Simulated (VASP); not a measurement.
# Rb (Cmcm) in VASP: further runs

The runs below take Rb through single point, with LDA.

All numbers are computed with VASP 6.6.1; they aren't measurements. Logs are shortened: lines on timing, memory, paths and dates and some standing lists are left out, and cuts for length are marked.

### Step 1. The cell of the first run

Symmetry: Cmcm, No. 63, orthorhombic system. The conventional cell has a = 5.076 Å, b = 8.889 Å, c = 8.026 Å, α = 90.00°, β = 90.00°, γ = 90.00°.

### Step 2. Single point, LDA

Input file INCAR:

```
PREC = Accurate ; ENCUT = 520
EDIFF = 1E-6 ; ISMEAR = -1
SIGMA = 0.1 ; LREAL = F
LASPH = T ; NELM = 60
ALGO = Normal ; ISIF = 2
LWAVE = F ; LCHARG = T
LELF = T ; LVHAR = T
NBANDS = 16
```

Input file KPOINTS:

```
Automatic mesh
0
Gamma
  8 8 4
```

Input file POSCAR:

```
Rb
1.0
    2.5381800000     -4.4447200000      0.0000000000
    2.5381800000      4.4447200000      0.0000000000
    0.0000000000      0.0000000000      8.0256000000
Rb
2
Direct
    0.8397100000      0.1602900000      0.7500000000
    0.1602900000      0.8397100000      0.2500000000
```

Potentials or basis: VASP PAW LDA potentials, release 64 (Rb_sv).

The run is started by

```console
$ cat potpaw_LDA.64/Rb_sv/POTCAR > POTCAR
$ mpirun -np 1 vasp_std > vasp.out
```

OUTCAR:

```text
PREC = Accurate
   ENCUT = 520
   EDIFF = 1E-6
   ISMEAR = -1
   LREAL = F
   LASPH = T
   NELM = 60
   ISIF = 2

 ion  position               nearest neighbor table
   1  0.840  0.160  0.750-   2 4.92   2 4.92   2 5.01   2 5.01   2 5.01   2 5.01
   2  0.160  0.840  0.250-   1 4.92   1 4.92   1 5.01   1 5.01   1 5.01   1 5.01

  LATTYP: Found a base centered orthorhombic cell.
 ALAT       =     5.0763600000
 B/A-ratio  =     1.7511445209
 C/A-ratio  =     1.5809753445

  Lattice vectors:

 A1 = (   2.5381800000,  -4.4447200000,   0.0000000000)
 A2 = (   2.5381800000,   4.4447200000,   0.0000000000)
 A3 = (   0.0000000000,   0.0000000000,   8.0256000000)

Analysis of symmetry for initial positions (statically):
=====================================================================
 Subroutine PRICEL returns:
 Original cell was already a primitive cell.

 Routine SETGRP: Setting up the symmetry group for a
 base centered orthorhombic supercell.

 Subroutine GETGRP returns: Found  8 space group operations
 (whereof  4 operations were pure point group operations)
 out of a pool of  8 trial point group operations.

The static configuration has the point symmetry C_2h.
 The point group associated with its full space group is D_2h.

Analysis of symmetry for dynamics (positions and initial velocities):
=====================================================================
 Subroutine PRICEL returns:
 Original cell was already a primitive cell.

 Routine SETGRP: Setting up the symmetry group for a
 base centered orthorhombic supercell.

 Subroutine GETGRP returns: Found  8 space group operations
 (whereof  4 operations were pure point group operations)
 out of a pool of  8 trial point group operations.

The dynamic configuration has the point symmetry C_2h.
 The point group associated with its full space group is D_2h.

 Subroutine INISYM returns: Found  8 space group operations
 (whereof  4 operations are pure point group operations),
 and found     1 'primitive' translations

----------------------------------------------------------------------------------------

                                     Primitive cell

  volume of cell :     181.0816

  direct lattice vectors                    reciprocal lattice vectors
     2.538180000 -4.444720000  0.000000000     0.196991545 -0.112493025  0.000000000
     2.538180000  4.444720000  0.000000000     0.196991545  0.112493025  0.000000000
     0.000000000  0.000000000  8.025600000     0.000000000  0.000000000  0.124601276

  length of vectors
     5.118387792  5.118387792  8.025600000     0.226848737  0.226848737  0.124601276

  position of ions in fractional coordinates (direct lattice)
     0.839710000  0.160290000  0.750000000
     0.160290000  0.839710000  0.250000000

  ion indices of the primitive-cell ions
   primitive index   ion index
                 1           1
                 2           2

----------------------------------------------------------------------------------------

 KPOINTS: Automatic mesh

Automatic generation of k-mesh.
 Grid dimensions read from file:
 generate k-points for:    8    8    4

 Generating k-lattice:

  Cartesian coordinates                     Fractional coordinates (reciprocal lattice)
     0.024623943 -0.014061628  0.000000000     0.125000000 -0.000000000  0.000000000
     0.024623943  0.014061628  0.000000000    -0.000000000  0.125000000  0.000000000
     0.000000000  0.000000000  0.031150319     0.000000000  0.000000000  0.250000000

  Length of vectors
     0.028356092  0.028356092  0.031150319

  Shift w.r.t. Gamma in fractional coordinates (k-lattice)
     0.000000000  0.000000000  0.000000000

 Subroutine IBZKPT returns following result:
 ===========================================

 Found     63 irreducible k-points:

 Following reciprocal coordinates:
            Coordinates               Weight
  0.000000  0.000000  0.000000      1.000000
  0.125000 -0.000000  0.000000      4.000000
  0.250000 -0.000000  0.000000      4.000000
  0.375000 -0.000000  0.000000      4.000000
  0.500000 -0.000000  0.000000      2.000000
  0.125000  0.125000  0.000000      2.000000
[... 16 lines left out ...]
  0.125000 -0.000000  0.250000      8.000000
  0.250000 -0.000000  0.250000      8.000000
 [... further k-points ...]
   k-points           NKPTS =     63   k-points in BZ     NKDIM =     63   number of bands    NBANDS=     16
   number of dos      NEDOS =    301   number of ions     NIONS =      2
   total plane-waves  NPLWV =  96000
   dimension x,y,z NGX =    40 NGY =   40 NGZ =   60
   dimension x,y,z NGXF=    80 NGYF=   80 NGZF=  120
   ions per type =               2
   NGX,Y,Z   is equivalent  to a cutoff of  12.99, 12.99, 12.43 a.u.
   NGXF,Y,Z  is equivalent  to a cutoff of  25.98, 25.98, 24.86 a.u.
 SYSTEM =  unknown system
   PREC   = accura    normal or accurate (medium, high low for compatibility)
   ISTART =      0    job   : 0-new  1-cont  2-samecut
   ICHARG =      2    charge: 1-file 2-atom 10-const
   ISPIN  =      1    spin polarized calculation?
   LNONCOLLINEAR =      F non collinear calculations
   LSORBIT =      F    spin-orbit coupling
   LASPH  =      T    aspherical Exc in radial PAW
   ENCUT  =  520.0 eV  38.22 Ry    6.18 a.u.   9.52  9.52 14.92*2*pi/ulx,y,z
   NELM   =     60;   NELMIN=  2; NELMDL= -5     # of ELM steps
   EDIFF  = 0.1E-05   stopping-criterion for ELM
   LREAL  =      F    real-space projection
   EDIFFG = 0.1E-04   stopping-criterion for IOM
   NSW    =      0    number of steps for IOM
   IBRION =     -1    ionic relax: 0-MD 1-quasi-New 2-CG
   NFREE  =      0    steps in history (QN), initial steepest desc. (CG)
   ISIF   =      2    stress and relaxation
   ISYM   =      2    0-nonsym 1-usesym 2-fastsym
   POTIM  = 0.5000    time-step for ionic-motion
   TEBEG  =    0.0;   TEEND  =   0.0 temperature during run
   PSTRESS=    0.0 pullay stress
   NELECT =      18.0000    total number of electrons
   NUPDOWN=      -1.0000    fix difference up-down
   EMIN   =  10.00;   EMAX   =-10.00  energy-range for DOS
   EFERMI =   0.00;   METHOD = LEGACY
   ISMEAR =    -1;   SIGMA  =   0.10  broadening in eV -4-tet -1-fermi 0-gaus
   EFERMI_NEDOS =   21; number of points for ismear=-14 and -15
   IALGO  =     38    algorithm
   IMIX   =      4    mixing-type and parameters
     AMIX     =   0.40;   BMIX     =  1.00
     AMIX_MAG =   1.60;   BMIX_MAG =  1.00
  volume/ion in A,a.u.               =      90.54       611.00
  Fermi-wavevector in a.u.,A,eV,Ry     =   0.758358  1.433089  7.824802  0.575107
  Thomas-Fermi vector in A             =   1.856911
   LORBIT       =      0    0 simple, 1 ext, 2 COOP (PROOUT), +10 PAW based schemes
   GGA     = CA    functional components
   LHFCALC =     F    Hartree Fock is set to
   AEXX    =    0.0000 exact exchange contribution
   IVDW    =     0    specifies the selected vdW correction
   LEPSILON=     F    determine dielectric tensor
   LRPA    =     F    only Hartree local field effects (RPA)
 non-spin polarized calculation
  energy-cutoff  :      520.00
  volume of cell :      181.08
 maximum number of plane-waves:      4911
 NGX is ok and might be reduce to    40
   NGX = 19   NGY = 19   NGZ = 29

 number of electron      18.0000000 magnetization

 Free energy of the ion-electron system (eV)
  ---------------------------------------------------
  ext. energy  EPLUGINS =         0.00000000
  ---------------------------------------------------
  free energy    TOTEN  =        -2.11621968 eV

  energy without entropy =       -2.05839827  energy(sigma->0) =       -2.08730897

 E-fermi :  -0.2246     XC(G=0):  -5.6879

 val. band max:       -0.2339218039   @ k =   0.5000   0.5000   0.0000
 cond. band min:      -0.1842555272   @ k =  -0.2500   0.2500   0.2500
 fundamental gap:      0.0496662766
 Fermi energy:        -0.2246221368

 k-point     1 :       0.0000    0.0000    0.0000
  band No.  band energies     occupation
      1     -28.9840      2.00000
      2     -28.9792      2.00000
      3     -13.1906      2.00000
      4     -13.1057      2.00000
      5     -13.1014      2.00000
      6     -13.0871      2.00000
[... 8 lines left out ...]
     15       3.5674      0.00000
     16       3.5994      0.00000

 k-point     2 :       0.1250   -0.0000    0.0000
  band No.  band energies     occupation
      1     -28.9836      2.00000
      2     -28.9791      2.00000
      3     -13.1857      2.00000
      4     -13.1127      2.00000
      5     -13.1075      2.00000
      6     -13.0970      2.00000
[... 8 lines left out ...]
     15       3.5862      0.00000
     16       3.6799      0.00000

 k-point     3 :       0.2500   -0.0000    0.0000
  band No.  band energies     occupation
      1     -28.9823      2.00000
      2     -28.9787      2.00000
      3     -13.1727      2.00000
      4     -13.1363      2.00000
      5     -13.1207      2.00000
      6     -13.1155      2.00000
[... 8 lines left out ...]
     15       3.3599      0.00000
     16       3.5050      0.00000

 k-point     4 :       0.3750   -0.0000    0.0000
  band No.  band energies     occupation
      1     -28.9810      2.00000
      2     -28.9785      2.00000
      3     -13.1607      2.00000
      4     -13.1565      2.00000
      5     -13.1433      2.00000
      6     -13.1229      2.00000
[... 8 lines left out ...]
     15       3.1098      0.00000
     16       3.8785      0.00000
[... 324 lines left out ...]
 k-point    22 :       0.0000    0.0000    0.2500
  band No.  band energies     occupation
      1     -28.9833      2.00000
      2     -28.9799      2.00000
      3     -13.1750      2.00000
      4     -13.1032      2.00000
      5     -13.0993      2.00000
      6     -13.0976      2.00000
[... 8 lines left out ...]
     15       3.3926      0.00000
     16       3.3931      0.00000

 k-point    23 :       0.1250   -0.0000    0.2500
  band No.  band energies     occupation
      1     -28.9829      2.00000
      2     -28.9797      2.00000
      3     -13.1722      2.00000
      4     -13.1093      2.00000
      5     -13.1080      2.00000
      6     -13.1044      2.00000
[... 8 lines left out ...]
     15       3.1770      0.00000
     16       3.4494      0.00000

 k-point    24 :       0.2500   -0.0000    0.2500
  band No.  band energies     occupation
      1     -28.9818      2.00000
      2     -28.9792      2.00000
      3     -13.1676      2.00000
      4     -13.1326      2.00000
      5     -13.1258      2.00000
      6     -13.1122      2.00000
[... 8 lines left out ...]
     15       3.3152      0.00000
     16       3.5037      0.00000

 [... further k-points ...]

------------------------ aborting loop because EDIFF is reached ----------------------------------------

  FORCE on cell =-STRESS in cart. coord.  units (eV):
  Direction    XX          YY          ZZ          XY          YZ          ZX
  --------------------------------------------------------------------------------------
  -------------------------------------------------------------------------------------
  Total       -0.4825466     -0.4731059     -0.3778983      0.0000000      0.0000000      0.0000000
  in kB       -4.2694852     -4.1859554     -3.3435761      0.0000000      0.0000000      0.0000000
  external PRESSURE =      -3.9330056 kB  Pullay stress =       0.0000000 kB

 VOLUME and BASIS-vectors are now :
 -----------------------------------------------------------------------------
  energy-cutoff  :      520.00
  volume of cell :      181.08
      direct lattice vectors                 reciprocal lattice vectors
     2.538180000 -4.444720000  0.000000000     0.196991545 -0.112493025  0.000000000
     2.538180000  4.444720000  0.000000000     0.196991545  0.112493025  0.000000000
     0.000000000  0.000000000  8.025600000     0.000000000  0.000000000  0.124601276

 POSITION                                       TOTAL-FORCE (eV/Angst)
 -----------------------------------------------------------------------------------
      2.53818     -3.01983      6.01920         0.000000      0.005308      0.000000
      2.53818      3.01983      2.00640         0.000000     -0.005308     -0.000000
 -----------------------------------------------------------------------------------
    total drift:                                0.000000      0.000000      0.000000

  FREE ENERGIE OF THE ION-ELECTRON SYSTEM (eV)
  ---------------------------------------------------
  free  energy   TOTEN  =        -2.1162196767 eV

  energy  without entropy=       -2.0583982675  energy(sigma->0) =       -2.08730897
```

Wall time 74 s (1 thread of Intel Xeon 6975P-C (Granite Rapids), shared host); peak memory 0.31 GiB.

Results:

```
Free energy            : -2.1162 eV
Pressure               : -0.4 GPa
Largest force          : 0.005 eV/Å
Band gap on the k mesh : zero (bands 9 and 10 overlap by 2.11 eV)
```

Forces on the atoms (eV/Å):
```
Rb   0.000  0.005  0.000
Rb   0.000 -0.005  0.000
```

Stress tensor (GPa, compression positive):
```
-0.43  0.00  0.00
 0.00 -0.42  0.00
 0.00  0.00 -0.33
```

### Step 3. Single point, LDA

This run uses another cell than the first one, of 92.92 Å³/atom.

Input file INCAR:

```
ALGO = Normal
EDIFF = 1E-6
ENCUT = 520
GGA = CA
ISIF = 2
ISMEAR = -1
LASPH = True
LCHARG = True
LELF = True
LREAL = False
LVHAR = True
LWAVE = False
NBANDS = 16
NELM = 60
PREC = Accurate
SIGMA = 0.1
```

Input file KPOINTS:

```
k-points
0
Gamma
  8 8 4
```

Edit POSCAR of step 2 so:

```diff
@@ -4,3 +4,3 @@
     2.5381800000      4.4447200000      0.0000000000
-    0.0000000000      0.0000000000      8.0256000000
+    0.0000000000      0.0000000000      8.2368000000
 Rb
```

Potentials or basis: VASP PAW LDA potentials, release 64 (Rb_sv).

The run is started by

```console
$ cat potpaw_LDA.64/Rb_sv/POTCAR > POTCAR
$ mpirun -np 1 vasp_std > vasp.out
```

OUTCAR:

```text
EDIFF = 1E-6
   ENCUT = 520
   GGA = CA
   ISIF = 2
   ISMEAR = -1
   LASPH = True
   LREAL = False
   NELM = 60
   PREC = Accurate

 ion  position               nearest neighbor table
   1  0.840  0.160  0.750-   2 5.01   2 5.01   2 5.09   2 5.09   2 5.09   2 5.09
   2  0.160  0.840  0.250-   1 5.01   1 5.01   1 5.09   1 5.09   1 5.09   1 5.09

  LATTYP: Found a base centered orthorhombic cell.
 ALAT       =     5.0763600000
 B/A-ratio  =     1.7511445209
 C/A-ratio  =     1.6225799589
[... 647 lines left out ...]

------------------------ aborting loop because EDIFF is reached ----------------------------------------

  FORCE on cell =-STRESS in cart. coord.  units (eV):
  Direction    XX          YY          ZZ          XY          YZ          ZX
  --------------------------------------------------------------------------------------
  -------------------------------------------------------------------------------------
  Total       -0.5190551     -0.5143461     -0.5056965      0.0000000      0.0000000      0.0000000
  in kB       -4.4747493     -4.4341532     -4.3595855      0.0000000      0.0000000      0.0000000
  external PRESSURE =      -4.4228294 kB  Pullay stress =       0.0000000 kB

 VOLUME and BASIS-vectors are now :
 -----------------------------------------------------------------------------
  energy-cutoff  :      520.00
  volume of cell :      185.85
      direct lattice vectors                 reciprocal lattice vectors
     2.538180000 -4.444720000  0.000000000     0.196991545 -0.112493025  0.000000000
     2.538180000  4.444720000  0.000000000     0.196991545  0.112493025  0.000000000
     0.000000000  0.000000000  8.236800000     0.000000000  0.000000000  0.121406371

 POSITION                                       TOTAL-FORCE (eV/Angst)
 -----------------------------------------------------------------------------------
      2.53818     -3.01983      6.17760         0.000000      0.004547      0.000000
      2.53818      3.01983      2.05920         0.000000     -0.004547     -0.000000
 -----------------------------------------------------------------------------------
    total drift:                                0.000000      0.000000      0.000000

  FREE ENERGIE OF THE ION-ELECTRON SYSTEM (eV)
  ---------------------------------------------------
  free  energy   TOTEN  =        -2.1047927591 eV

  energy  without entropy=       -2.0457560342  energy(sigma->0) =       -2.07527440
```

OSZICAR:

```text
N       E                     dE             d eps       ncg     rms          rms(c)
DAV:   1     0.110893141538E+03    0.11089E+03   -0.68100E+03  2016   0.846E+02
DAV:   2     0.971240363428E+01   -0.10118E+03   -0.98019E+02  2656   0.185E+02
DAV:   3    -0.114915901838E+01   -0.10862E+02   -0.10809E+02  3056   0.561E+01
DAV:   4    -0.209376395422E+01   -0.94460E+00   -0.94444E+00  3312   0.120E+01
DAV:   5    -0.210528112584E+01   -0.11517E-01   -0.11517E-01  2912   0.132E+00    0.165E+00
DAV:   6    -0.210455930287E+01    0.72182E-03   -0.60964E-03  2968   0.369E-01    0.979E-01
DAV:   7    -0.210467744060E+01   -0.11814E-03   -0.41509E-03  2576   0.339E-01    0.632E-02
DAV:   8    -0.210477074787E+01   -0.93307E-04   -0.27459E-04  3080   0.815E-02    0.269E-02
DAV:   9    -0.210479100224E+01   -0.20254E-04   -0.32808E-05  2848   0.376E-02    0.793E-03
DAV:  10    -0.210479273444E+01   -0.17322E-05   -0.80339E-06  2704   0.143E-02    0.254E-03
DAV:  11    -0.210479275911E+01   -0.24673E-07   -0.28760E-07  1632   0.294E-03
   1 F= -.21047928E+01 E0= -.20752744E+01  d E =-.590367E-01
```

stdout:

```text
POSCAR found type information on POSCAR Rb
 POSCAR found :  1 types and       2 ions
 scaLAPACK will be used
 LDA part: xc-table for (Slater(with rela. corr.)+CA(PZ))
 , standard interpolation
 POSCAR, INCAR and KPOINTS ok, starting setup
 FFT: planning ... GRIDC
 FFT: planning ... GRID_SOFT
 FFT: planning ... GRID
 WAVECAR not read
 entering main loop
```

It took 78 s on 1 thread of Intel Xeon 6975P-C (Granite Rapids), shared host; peak memory 0.32 GiB.

Results:

* Free energy: -2.1048 eV
* Pressure: -0.4 GPa
* Largest force: 0.005 eV/Å
* Band gap on the k mesh: zero (bands 9 and 10 overlap by 2.13 eV)

Forces on the atoms (eV/Å):
```
Rb   0.000  0.005  0.000
Rb   0.000 -0.005  0.000
```

Levels at points of the mesh, in eV from the Fermi level:
| k point | band 7 | band 8 | band 9 | band 10 | band 11 | band 12 |
| --- | --- | --- | --- | --- | --- | --- |
| (0.00, 0.00, 0.00) | -12.88 | -12.88 | -1.93 | 0.15 | 0.77 | 3.33 |
| (0.50, 0.00, 0.00) | -12.90 | -12.89 | 0.02 | 0.37 | 1.36 | 1.56 |
| (0.50, 0.50, 0.00) | -12.90 | -12.89 | 0.02 | 0.31 | 1.40 | 1.60 |
| (0.00, 0.00, 0.50) | -12.89 | -12.89 | -1.26 | -1.26 | 2.36 | 2.36 |
| (0.50, 0.00, 0.50) | -12.90 | -12.90 | 0.42 | 0.42 | 0.96 | 0.96 |
| (0.50, 0.50, 0.50) | -12.90 | -12.90 | 0.38 | 0.38 | 0.95 | 0.95 |
